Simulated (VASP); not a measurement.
# W3N4: relaxation of cell and atoms with PBE

W3N4:

```
W N
1.0
     4.12200    0.00000    0.00000
     0.00000    4.12200    0.00000
     0.00000    0.00000    4.12200
W N
3 4
Direct
  0.50000 0.50000 0.00000
  0.00000 0.50000 0.50000
  0.50000 0.00000 0.50000
  0.50000 0.50000 0.50000
  0.50000 0.00000 0.00000
  0.00000 0.50000 0.00000
  0.00000 0.00000 0.50000
```

| Property | Result |
| --- | --- |
| Program | VASP 6.6.1 |
| Task | relaxation of cell and atoms |
| Functional | PBE |
| Potentials or basis | VASP PAW PBE potentials, release 64 (W_sv, N) |
| Cutoff | 600 eV |
| k mesh | 6 × 6 × 6 |
| Occupations | fermi-dirac, width 0.05 eV |
| Spin | no spin polarisation |
| Dipole correction | no |
| Further INCAR settings | ALGO = Normal; EDIFF = 1e-06; IBRION = 2; EDIFFG = -0.02; NSW = 80; ISIF = 3 |

```
Relaxed volume                        : 10.76 Å³/atom
Relaxed cell                          : a = 4.223 Å, b = 4.223 Å, c = 4.223 Å, α = 90.00°, β = 90.00°, γ = 90.00°
Space group after relaxing (to 0.1 Å) : Pm-3m (No. 221)
Energy gained by relaxing             : 64.3 meV/atom
Ionic steps                           : 4
Pressure after relaxing               : -0.2 GPa
Band gap on the k mesh                : zero (bands 31 and 32 overlap by 2.44 eV)
```

The path:
| step | energy change (eV) | largest force (eV/Å) | pressure (GPa) | volume (Å³) |
| --- | --- | --- | --- | --- |
| 1 | 0.0000 | 0.0000 | 29.34 | 70.04 |
| 2 | 1.8501 | 0.0000 | -41.47 | 90.30 |
| 3 | -0.4478 | 0.0000 | -1.70 | 75.67 |
| 4 | -0.4499 | 0.0000 | -0.20 | 75.33 |

Final structure:
```
W N
1.0
     4.22335    0.00000    0.00000
     0.00000    4.22335    0.00000
     0.00000    0.00000    4.22335
W N
3 4
Direct
  0.50000 0.50000 0.00000
  0.00000 0.50000 0.50000
  0.50000 0.00000 0.50000
  0.50000 0.50000 0.50000
  0.50000 0.00000 0.00000
  0.00000 0.50000 0.00000
  0.00000 0.00000 0.50000
```

Levels at points of the mesh, in eV from the Fermi level:
```tsv
k point	band 27	band 28	band 29	band 30	band 31	band 32	band 33	band 34	band 35	band 36
(0.00, 0.00, 0.00)	-3.42	-3.42	-2.06	-2.06	-2.06	-0.81	-0.81	-0.81	-0.31	-0.31
(0.50, 0.00, 0.00)	-3.58	-3.58	-3.25	-1.59	-0.03	-0.03	-0.03	0.19	0.19	1.92
(0.50, 0.50, 0.00)	-5.47	-1.46	-0.54	0.30	0.33	0.48	0.48	1.18	1.18	2.11
(0.50, 0.50, 0.50)	-2.75	-2.75	1.05	1.05	1.05	1.57	1.57	1.57	2.49	2.49
```

It took 5.3 min on 1 thread of Intel Xeon 8259CL, with other jobs on the host, peak memory 0.24 GiB.

Caveat: spin-orbit coupling is left out, which moves the levels of the heavy elements. PBE usually gives volumes a little too large and moduli too small.
